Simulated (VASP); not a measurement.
Write the native input for VASP 6.6.1 that does the following.

```
Task                   : single point
Functional             : PBE
Dispersion             : D3(BJ)
Potentials or basis    : VASP PAW PBE potentials, release 64 (Al, C, H)
Cutoff                 : 520 eV
k mesh                 : 4 × 4 × 1
Occupations            : fermi-dirac, width 0.15 eV
Spin                   : no spin polarisation
Dipole correction      : no
Further INCAR settings : LREAL = Auto; ALGO = Normal; EDIFF = 1e-07; NBANDS = 42
```

The structure of Al16HC lies in POSCAR:

```
Al16HC
1.0
    5.7275650000      0.0000000000      0.0000000000
    0.0000000000      5.7275650000      0.0000000000
    0.0000000000      0.0000000000     18.0750000000
Al C H
16 1 1
Direct
    0.2499999564      0.2499999564      0.0553249793
    0.7500000436      0.2499999564      0.0553249793
    0.2499999564      0.7500000436      0.0553249793
    0.7500000436      0.7500000436      0.0553249793
   -0.0002112591     -0.0000639015      0.1677759336
    0.5000554337     -0.0000410297      0.1677686860
   -0.0002388450      0.5002532490      0.1677839004
    0.5000833688      0.5002307263      0.1677773721
    0.2498292032      0.2502078981      0.2742170954
    0.7498284175      0.2502489278      0.2806222407
    0.2497958557      0.7502095568      0.2806224066
    0.7497945462      0.7502500626      0.2731861687
   -0.0058838267     -0.0051910367      0.3923656985
    0.5052194082     -0.0051508800      0.3923633748
   -0.0059300942      0.5059984479      0.3923692946
    0.5052677709      0.5059603863      0.3923661411
    0.7495969055      0.7504908281      0.4391680221
    0.7495866044      0.7505039227      0.5003506501
```

One way to write it, as run:

INCAR

```
PREC = Accurate ; ENCUT = 520
EDIFF = 1E-7 ; ISMEAR = -1
SIGMA = 0.15 ; LREAL = Auto
LASPH = True ; NELM = 100
ALGO = Normal ; ISIF = 2
LWAVE = False ; LCHARG = False
GGA = PE ; IVDW = 12
NBANDS = 42
```

KPOINTS

```
Automatic mesh
0
Gamma
  4 4 1
```

Potentials or basis: VASP PAW PBE potentials, release 64 (Al, C, H).

Run with:

```bash
$ cat potpaw_PBE.64/Al/POTCAR potpaw_PBE.64/C/POTCAR potpaw_PBE.64/H/POTCAR > POTCAR
$ mpirun -np 1 vasp_std > vasp.out
```

It gave:

- Largest force: 0.086 eV/Å
- Band gap on the k mesh: zero (an odd number of electrons rules out a gap without spin polarisation)
- Dispersion energy per atom: -0.225 eV

It took 5.5 min on 1 thread of Intel(R) Xeon(R) 6975P-C (Granite Rapids), on a shared host, peak memory 0.7 GiB.
